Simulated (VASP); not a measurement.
The system is Ge5Pd.

```xyz
6
Lattice="0.0000 4.0527 4.0527 4.0527 0.0000 4.0527 4.0527 4.0527 0.0000" Properties=species:S:1:pos:R:3 pbc="T T T"
Ge    4.0527    4.0527    4.0527
Ge    5.1885    5.1885    5.1885
Ge    2.9168    2.9168    5.1885
Ge    2.9168    5.1885    2.9168
Ge    5.1885    2.9168    2.9168
Pd    0.0000    0.0000    0.0000
```

The cell was built from a structure type or drawn by symmetry, and may not be a known phase.

```yaml
Program: VASP 6.6.1
Task: relaxation of cell and atoms
Functional: PBE
Potentials_or_basis: VASP PAW PBE potentials, release 64 (Ge_d, Pd)
Cutoff: 600 eV
k_mesh: 4 × 4 × 4
Occupations: gaussian, width 0.1 eV
Spin: no spin polarisation
```

At the start: pressure 33.0 GPa; volume 22.19 Å³/atom.

Problem. Where does the relaxation end?

Solution. Over 9 steps the energy falls by 1035.7 meV/atom and the volume is 32.42 Å³/atom (+46.1 %); space group F-43m (No. 216, to 0.1 Å) before and after.

The path:
| step | energy change (eV) | largest force (eV/Å) | pressure (GPa) | volume (Å³) |
| --- | --- | --- | --- | --- |
| 1 | 0.0000 | 9.0300 | 33.04 | 133.12 |
| 2 | -1.1863 | 9.8890 | 6.87 | 242.15 |
| 3 | -5.3359 | 3.5518 | 6.30 | 173.37 |
| 4 | -5.3697 | 3.2678 | 6.53 | 171.31 |
| 5 | -5.3950 | 2.7656 | 7.33 | 167.83 |
| 6 | -6.1243 | 0.6357 | -1.53 | 204.93 |
| 7 | -6.2136 | 0.0725 | 0.16 | 193.79 |
| 8 | -6.2134 | 0.1085 | 0.03 | 194.33 |
| 9 | -6.2144 | 0.0074 | 0.05 | 194.50 |

Final structure:
```
Ge Pd
1.0
     0.00000    4.59862    4.59862
     4.59862    0.00000    4.59862
     4.59862    4.59862    0.00000
Ge Pd
5 1
Cartesian
  4.5986 4.5986 4.5986
  5.9859 5.9859 5.9859
  3.2114 3.2114 5.9859
  3.2114 5.9859 3.2114
  5.9859 3.2114 3.2114
  0.0000 0.0000 0.0000
```

Caveat: the volume moved by over 15 % at a fixed basis, so the end points are rough.
